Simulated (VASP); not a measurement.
Input of a VASP 6.6.1 run:

The input POSCAR:

```
MoS2
1.0
    3.1845414560      0.0000000000      0.0000000000
   -1.5922707280      2.7578938003      0.0000000000
    0.0000000000      0.0000000000     21.6705347200
Mo S
2 4
Direct
    0.3333333333      0.6666666667      0.8511602300
    0.6666666667      0.3333333333      0.1488397700
    0.6666666667      0.3333333333      0.7796253900
    0.3333333333      0.6666666667      0.0772510000
    0.6666666667      0.3333333333      0.9227490000
    0.3333333333      0.6666666667      0.2203746100
```

The input INCAR.step1:

```
PREC = Accurate ; ENCUT = 520
ISMEAR = -1 ; SIGMA = 0.05
LREAL = False ; LASPH = True
NELM = 60 ; NBANDS = 35
GGA = PE ; ALGO = Normal
EDIFF = 1E-4 ; LWAVE = True
LCHARG = False
```

The input INCAR.step2:

```
PREC = Accurate ; ENCUT = 520
EDIFF = 1E-6 ; ISMEAR = -1
SIGMA = 0.05 ; LREAL = False
LASPH = True ; NELM = 60
ALGO = Normal ; ISIF = 2
LWAVE = False ; LCHARG = False
METAGGA = R2SCAN ; LMIXTAU = True
NBANDS = 35 ; ISTART = 1
```

KPOINTS

```
Automatic mesh
0
Gamma
  10 10 2
```

Potentials or basis: VASP PAW PBE potentials, release 64 (Mo_sv, S).

Run with:

```bash
$ cat potpaw_PBE.64/Mo_sv/POTCAR potpaw_PBE.64/S/POTCAR > POTCAR
$ cp INCAR.step1 INCAR
$ mpirun -np 1 vasp_std > vasp.out
$ cp INCAR.step2 INCAR
$ mpirun -np 1 vasp_std > vasp.out
```

Predict the band gap on the k mesh.

1.48 eV (least direct gap 2.01 eV).

Predict the largest force.

0.037 eV/Å.

Forces on the atoms (eV/Å):
```
Mo   0.000  0.000  0.005
Mo   0.000  0.000 -0.005
S    0.000  0.000 -0.037
S    0.000  0.000 -0.026
S    0.000  0.000  0.026
S    0.000  0.000  0.037
```

Caveat: there is no dipole correction, which matters where the two faces differ; the PAW data sets were made with another functional, which shifts forces and pressure a little.
